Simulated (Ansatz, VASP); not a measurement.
# Two plane-wave programs on Te

POSCAR

```
Te
1.0
    3.8202894285     -2.1482026000      0.0000000000
    3.8202894285      2.1482026000      0.0000000000
   -0.0942908673      0.0000000000      5.9760906531
Te
3
Direct
    0.0000000000      0.0000000000      0.0000000000
    0.3094466100      0.3094466100      0.3388094900
    0.6905533900      0.6905533900      0.6611905100
```

INCAR.step1

```
PREC = Accurate ; ENCUT = 520
ISMEAR = -1 ; SIGMA = 0.05
LREAL = False ; LASPH = True
NELM = 80 ; NBANDS = 16
GGA = PE ; ALGO = Normal
EDIFF = 1E-4 ; LWAVE = True
LCHARG = False
```

INCAR.step2

```
PREC = Accurate ; ENCUT = 520
EDIFF = 1E-6 ; ISMEAR = -1
SIGMA = 0.05 ; LREAL = False
LASPH = True ; NELM = 80
ALGO = Normal ; ISIF = 2
LWAVE = False ; LCHARG = False
METAGGA = R2SCAN ; LMIXTAU = True
NBANDS = 16 ; ISTART = 1
```

File KPOINTS:

```
Automatic mesh
0
Gamma
  7 7 5
```

input.yaml

```yaml
crystal:
  lattice:
    - [3.8202894285, -2.1482026, 0.0]
    - [3.8202894285, 2.1482026, 0.0]
    - [-0.0942908673, 0.0, 5.9760906531]
  atoms:
    - { symbol: Te, position: [0.0, 0.0, 0.0] }
    - { symbol: Te, position: [0.30944661, 0.30944661, 0.33880949] }
    - { symbol: Te, position: [0.69055339, 0.69055339, 0.66119051] }
hamiltonian:
  xc: r2scan
  pseudopotentials: { kind: paw }
kpoints:
  mp_grid: { grid: [7, 7, 5] }
  band_path:
    path:
      - [[0.0, 0.0, 0.0], [0.5, 0.5, -1.0], [0.106348683, 0.106348683, -1.4779432529], [0.5, 0.5, -0.5], [0.6725256635, 0.3274743365, -0.5]]
      - [[0.3274743365, -0.3274743365, 0.5], [0.0, 0.0, 0.5], [0.893651317, 0.893651317, 0.4779432529]]
      - [[0.5, 0.5, -1.0], [0.5449043427, 0.4550956573, -1.0]]
      - [[0.4550956573, -0.4550956573, 0.0], [0.0, 0.0, 0.0], [0.5, 0.0, -0.5]]
      - [[0.5, 0.0, 0.0], [0.0, 0.0, 0.0]]
    npoints: 14
scf:
  occupations: { method: fermi_dirac, width: 0.05 }
  n_extra_bands: 7
output:
  forces: true
  stress: true
  eigenvalues: true
  fatbands: false
  write_density: true
  write_potential: true
  elf: true
  volumetric_format: npy
```

Alike in both runs: functional r2SCAN; k mesh 7 × 7 × 5; occupations fermi-dirac, width 0.05 eV; no spin polarisation.

```csv
,VASP,Ansatz
version,VASP 6.6.1,Ansatz 0.2.0
potentials or method,"VASP PAW PBE potentials, release 64 (Te)",Ansatz PAW
plane-wave cutoff (eV),520,500
valence electrons in the cell,18,48
task,single point,band structure
```

VASP gave:

```
gap on the k mesh at the Fermi level (eV)                     : none
pressure (GPa)                                                : 0.1
traceless stress, the component that is largest in VASP (GPa) : -0.13
rms of the force components (eV/Å)                            : 0.005
```

Task: Estimate Ansatz's values.

Result: gap on the k mesh at the Fermi level (eV): none; pressure (GPa): 0.1; traceless stress, the component that is largest in VASP (GPa): -0.13; rms of the force components (eV/Å): 0.000.

VASP's potentials were made for PBE, not for r2SCAN. Atom by atom the forces differ by 0.006 eV/Å (rms over components). A gap of «none» marks a metal or a gap that the smearing closes. VASP's potentials hold 18 valence electrons a cell and Ansatz's 48, so a difference there can come from the potentials and not from the codes.

Spin-orbit coupling is off throughout.
